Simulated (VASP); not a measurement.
# PbS (rocksalt type) (Fm-3m) in VASP: a series of runs

Runs on PbS (rocksalt type). Level: PBE. Tasks: single point.

All numbers are computed with VASP 6.6.1; they aren't measurements. Logs are shortened: lines on timing, memory, paths and dates and some standing lists are left out, and cuts for length are marked.

## Step 1: The cell of the first run

Symmetry: Fm-3m, No. 225, cubic system. Conventional cell: a = 5.578 Å, b = 5.578 Å, c = 5.578 Å, α = 90.00°, β = 90.00°, γ = 90.00°. Pb (site symmetry m-3m) has 6 S at 2.79 Å within 3.7 Å. Within 3.7 Å of S (site symmetry m-3m) lie 6 Pb at 2.79 Å.

## Step 2: Single point, PBE (volume scaled by 0.8)

File INCAR:

```
ALGO     = Normal         # electronic algorithm
EDIFF    = 1E-7           # SCF threshold, eV
ENCUT    = 520            # plane-wave cutoff, eV
GGA      = PE             # functional
ISIF     = 2              # what is computed and relaxed
ISMEAR   = -1             # smearing method
LASPH    = True           # aspherical terms in the spheres
LCHARG   = False          # write CHGCAR
LREAL    = False          # projectors in reciprocal space
LWAVE    = False          # write WAVECAR
NBANDS   = 17             # bands
NELM     = 60             # most SCF steps
PREC     = Accurate       # precision mode
SIGMA    = 0.1            # smearing width, eV
```

File KPOINTS:

```
k-points
0
Gamma
  14 14 14
```

File POSCAR:

```
PbS
1.0
    0.0000000000      2.7888700056      2.7888700056
    2.7888700056      0.0000000000      2.7888700056
    2.7888700056      2.7888700056      0.0000000000
Pb S
1 1
Direct
    0.0000000000      0.0000000000      0.0000000000
    0.5000000000      0.5000000000      0.5000000000
```

Potentials or basis: VASP PAW PBE potentials, release 64 (Pb_d, S).

The run is started by

```console
$ cat potpaw_PBE.64/Pb_d/POTCAR potpaw_PBE.64/S/POTCAR > POTCAR
$ mpirun -np 1 vasp_std > vasp.out
```

OUTCAR:

```text
EDIFF = 1E-7
   ENCUT = 520
   GGA = PE
   ISIF = 2
   ISMEAR = -1
   LASPH = True
   LREAL = False
   NELM = 60
   PREC = Accurate

 ion  position               nearest neighbor table
   1  0.000  0.000  0.000-   2 2.79   2 2.79   2 2.79   2 2.79   2 2.79   2 2.79
   2  0.500  0.500  0.500-   1 2.79   1 2.79   1 2.79   1 2.79   1 2.79   1 2.79

  LATTYP: Found a face centered cubic cell.
 ALAT       =     5.5777400112

  Lattice vectors:

 A1 = (   0.0000000000,   2.7888700056,   2.7888700056)
 A2 = (   2.7888700056,   0.0000000000,   2.7888700056)
 A3 = (   2.7888700056,   2.7888700056,   0.0000000000)

Analysis of symmetry for initial positions (statically):
=====================================================================
 Subroutine PRICEL returns:
 Original cell was already a primitive cell.

 Routine SETGRP: Setting up the symmetry group for a
 face centered cubic supercell.

 Subroutine GETGRP returns: Found 48 space group operations
 (whereof 48 operations were pure point group operations)
 out of a pool of 48 trial point group operations.

The static configuration has the point symmetry O_h .

Analysis of symmetry for dynamics (positions and initial velocities):
=====================================================================
 Subroutine PRICEL returns:
 Original cell was already a primitive cell.

 Routine SETGRP: Setting up the symmetry group for a
 face centered cubic supercell.

 Subroutine GETGRP returns: Found 48 space group operations
 (whereof 48 operations were pure point group operations)
 out of a pool of 48 trial point group operations.

The dynamic configuration has the point symmetry O_h .

 Subroutine INISYM returns: Found 48 space group operations
 (whereof 48 operations are pure point group operations),
 and found     1 'primitive' translations

----------------------------------------------------------------------------------------

                                     Primitive cell

  volume of cell :      43.3825

  direct lattice vectors                    reciprocal lattice vectors
     0.000000000  2.788870006  2.788870006    -0.179284082  0.179284082  0.179284082
     2.788870006  0.000000000  2.788870006     0.179284082 -0.179284082  0.179284082
     2.788870006  2.788870006  0.000000000     0.179284082  0.179284082 -0.179284082

  length of vectors
     3.944057786  3.944057786  3.944057786     0.310529140  0.310529140  0.310529140

  position of ions in fractional coordinates (direct lattice)
[... 73 lines left out ...]
   ISPIN  =      1    spin polarized calculation?
   LNONCOLLINEAR =      F non collinear calculations
   LSORBIT =      F    spin-orbit coupling
   LASPH  =      T    aspherical Exc in radial PAW
   ENCUT  =  520.0 eV  38.22 Ry    6.18 a.u.   7.33  7.33  7.33*2*pi/ulx,y,z
   NELM   =     60;   NELMIN=  2; NELMDL= -5     # of ELM steps
   EDIFF  = 0.1E-06   stopping-criterion for ELM
   LREAL  =      F    real-space projection
   EDIFFG = 0.1E-05   stopping-criterion for IOM
   NSW    =      0    number of steps for IOM
   IBRION =     -1    ionic relax: 0-MD 1-quasi-New 2-CG
   NFREE  =      0    steps in history (QN), initial steepest desc. (CG)
   ISIF   =      2    stress and relaxation
   ISYM   =      2    0-nonsym 1-usesym 2-fastsym
   POTIM  = 0.5000    time-step for ionic-motion
   TEBEG  =    0.0;   TEEND  =   0.0 temperature during run
   PSTRESS=    0.0 pullay stress
   NELECT =      20.0000    total number of electrons
   NUPDOWN=      -1.0000    fix difference up-down
   EMIN   =  10.00;   EMAX   =-10.00  energy-range for DOS
   EFERMI =   0.00;   METHOD = LEGACY
   ISMEAR =    -1;   SIGMA  =   0.10  broadening in eV -4-tet -1-fermi 0-gaus
   EFERMI_NEDOS =   21; number of points for ismear=-14 and -15
   IALGO  =     38    algorithm
   IMIX   =      4    mixing-type and parameters
     AMIX     =   0.40;   BMIX     =  1.00
     AMIX_MAG =   1.60;   BMIX_MAG =  1.00
  volume/ion in A,a.u.               =      21.69       146.38
  Fermi-wavevector in a.u.,A,eV,Ry     =   1.264678  2.389894 21.761293  1.599410
  Thomas-Fermi vector in A             =   2.397971
   LORBIT       =      0    0 simple, 1 ext, 2 COOP (PROOUT), +10 PAW based schemes
   GGA     = PE    functional components
   LHFCALC =     F    Hartree Fock is set to
   AEXX    =    0.0000 exact exchange contribution
   IVDW    =     0    specifies the selected vdW correction
   LEPSILON=     F    determine dielectric tensor
   LRPA    =     F    only Hartree local field effects (RPA)
 non-spin polarized calculation
  energy-cutoff  :      520.00
  volume of cell :       43.38
 maximum number of plane-waves:      1211
 NGX is ok and might be reduce to    30
   NGX = 15   NGY = 15   NGZ = 15

 number of electron      20.0000000 magnetization

 Free energy of the ion-electron system (eV)
  ---------------------------------------------------
  ext. energy  EPLUGINS =         0.00000000
  ---------------------------------------------------
  free energy    TOTEN  =        -8.24158957 eV

  energy without entropy =       -8.23914424  energy(sigma->0) =       -8.24036691

 E-fermi :   8.4642     XC(G=0): -10.5823

 val. band max:        8.3059714024   @ k =   0.5000   0.0000   0.0000
 cond. band min:       8.6610068872   @ k =  -0.4286   0.0714   0.0000
 fundamental gap:      0.3550354848
 Fermi energy:         8.4641951566

 k-point     1 :       0.0000    0.0000    0.0000
  band No.  band energies     occupation
      1      -8.7647      2.00000
      2      -8.7647      2.00000
      3      -8.7647      2.00000
      4      -8.7551      2.00000
      5      -8.7551      2.00000
      6      -6.9813      2.00000
[... 457 lines left out ...]
      4      -8.7217      2.00000
      5      -8.7021      2.00000
      6      -6.1318      2.00000
[... 9 lines left out ...]
     16      17.3940      0.00000
     17      19.8700      0.00000

 [... further k-points ...]
[... 5 lines left out ...]
  --------------------------------------------------------------------------------------
  -------------------------------------------------------------------------------------
  Total        5.0976357      5.0976357      5.0976357      0.0000000      0.0000000     -0.0000000
  in kB      188.2628228    188.2628228    188.2628228      0.0000000      0.0000000     -0.0000000
  external PRESSURE =     188.2628228 kB  Pullay stress =       0.0000000 kB

 VOLUME and BASIS-vectors are now :
 -----------------------------------------------------------------------------
  energy-cutoff  :      520.00
  volume of cell :       43.38
      direct lattice vectors                 reciprocal lattice vectors
     0.000000000  2.788870006  2.788870006    -0.179284082  0.179284082  0.179284082
     2.788870006  0.000000000  2.788870006     0.179284082 -0.179284082  0.179284082
     2.788870006  2.788870006  0.000000000     0.179284082  0.179284082 -0.179284082

 POSITION                                       TOTAL-FORCE (eV/Angst)
 -----------------------------------------------------------------------------------
      0.00000      0.00000      0.00000        -0.000000      0.000000      0.000000
      2.78887      2.78887      2.78887         0.000000     -0.000000     -0.000000
 -----------------------------------------------------------------------------------
    total drift:                               -0.000000      0.000000      0.000000

  FREE ENERGIE OF THE ION-ELECTRON SYSTEM (eV)
  ---------------------------------------------------
  free  energy   TOTEN  =        -8.2415895745 eV

  energy  without entropy=       -8.2391442400  energy(sigma->0) =       -8.24036691
```

OSZICAR:

```text
N       E                     dE             d eps       ncg     rms          rms(c)
DAV:   1     0.157880940540E+03    0.15788E+03   -0.99344E+03  3576   0.130E+03
DAV:   2     0.261114742803E+01   -0.15527E+03   -0.14963E+03  3776   0.326E+02
DAV:   3    -0.834043055289E+01   -0.10952E+02   -0.10849E+02  4665   0.908E+01
DAV:   4    -0.859819084049E+01   -0.25776E+00   -0.25744E+00  4613   0.146E+01
DAV:   5    -0.860722775630E+01   -0.90369E-02   -0.90361E-02  5121   0.266E+00    0.697E+00
DAV:   6    -0.824570786629E+01    0.36152E+00   -0.86546E-01  5609   0.801E+00    0.472E+00
DAV:   7    -0.823975354051E+01    0.59543E-02   -0.14791E-01  4735   0.216E+00    0.213E+00
DAV:   8    -0.824146534708E+01   -0.17118E-02   -0.13618E-02  4753   0.138E+00    0.262E-01
DAV:   9    -0.824151928244E+01   -0.53935E-04   -0.12029E-03  5278   0.363E-01    0.130E-01
DAV:  10    -0.824157385134E+01   -0.54569E-04   -0.24889E-04  4579   0.169E-01    0.387E-02
DAV:  11    -0.824158945413E+01   -0.15603E-04   -0.89546E-05  4942   0.112E-01    0.408E-02
DAV:  12    -0.824158925255E+01    0.20158E-06   -0.66550E-06  4121   0.170E-02    0.651E-03
DAV:  13    -0.824158942191E+01   -0.16937E-06   -0.48494E-07  4781   0.573E-03    0.983E-04
DAV:  14    -0.824158957834E+01   -0.15642E-06   -0.56517E-08  3101   0.247E-03    0.746E-04
DAV:  15    -0.824158957448E+01    0.38547E-08   -0.50258E-09  2198   0.836E-04
   1 F= -.82415896E+01 E0= -.82403669E+01  d E =-.244533E-02
```

Run time: 39 s. Hardware: 1 thread of Intel Xeon 6975P-C (Granite Rapids), shared host; peak memory 0.22 GiB.

What came out:

* Free energy: -8.2416 eV
* Pressure: 18.8 GPa
* Band gap on the k mesh: 0.35 eV, indirect (least direct gap 0.44 eV)

Caveat: spin-orbit coupling is left out, which moves the levels of the heavy elements. A k mesh can miss the band edges.

[end of part 1 of 2]
